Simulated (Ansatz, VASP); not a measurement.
**MnSb: VASP beside Ansatz**

File INCAR:

```
SYSTEM = MnSb
PREC = Accurate
ENCUT = 520
EDIFF = 1E-7
ISMEAR = -1
SIGMA = 0.03
LREAL = .FALSE.
LASPH = .TRUE.
NELM = 150
ALGO = Normal
ISIF = 2
LWAVE = .FALSE.
LCHARG = .TRUE.
ISPIN = 2
MAGMOM = 4 0
LORBIT = 11
LMAXMIX = 4
GGA = PE
LELF = .TRUE.
LVHAR = .TRUE.
NBANDS = 20
```

The input KPOINTS:

```
Automatic mesh
0
G
  16 16 16
  0 0 0
```

POSCAR

```
MnSb
1.0
    0.0000000000      2.7858175354      2.7858175354
    2.7858175354      0.0000000000      2.7858175354
    2.7858175354      2.7858175354      0.0000000000
Mn Sb
1 1
Direct
    0.0000000000      0.0000000000      0.0000000000
    0.5000000000      0.5000000000      0.5000000000
```

Input for Ansatz:

```yaml
crystal:
  lattice:
    - [0.0, 2.7858175354, 2.7858175354]
    - [2.7858175354, 0.0, 2.7858175354]
    - [2.7858175354, 2.7858175354, 0.0]
  atoms:
    - { symbol: Mn, position: [0.0, 0.0, 0.0], spin: 4.0 }
    - { symbol: Sb, position: [0.5, 0.5, 0.5] }
magnetization:
  spin_polarized: true
kpoints:
  mp_grid: { grid: [16, 16, 16] }
  band_path:
    path:
      - [0.0, 0.0, 0.0]
      - [0.5, 0.0, 0.5]
      - [0.625, 0.25, 0.625]
      - [0.375, 0.375, 0.75]
      - [0.0, 0.0, 0.0]
      - [0.5, 0.5, 0.5]
      - [0.5, 0.25, 0.75]
      - [0.5, 0.0, 0.5]
    npoints: 14
scf:
  occupations: { method: fermi_dirac, width: 0.03 }
hamiltonian:
  xc: pbe
  pseudopotentials: { kind: all_electron, lapw: { basis_error: 0.001 } }
output:
  forces: true
  stress: true
  eigenvalues: true
  populations: true
```

Alike in both runs: task single point; functional PBE; k mesh 16 × 16 × 16; occupations fermi-dirac, width 0.03 eV; collinear spin.

```csv
,VASP,Ansatz
version,VASP 6.6.1,Ansatz 0.2.0
potentials or method,"VASP PAW PBE potentials, release 64 (Mn_pv, Sb), cutoff 520 eV","all-electron LAPW, scalar-relativistic"
```

```tsv
	VASP	Ansatz	Ansatz less VASP
gap on the k mesh at the Fermi level (eV)	none	none	-
pressure (GPa)	0.3	0.3	0.00
net moment per atom (μB)	1.92	1.92	+0.003
size of the moment on the site where the two differ most (μB)	3.75	3.87	+0.124
```

Site moments also hang on the region over which each program counts them. A gap of «none» marks a metal or a gap that the smearing closes. Ansatz ran all-electron here, and VASP with PAW potentials.

Neither program's run includes spin-orbit coupling.
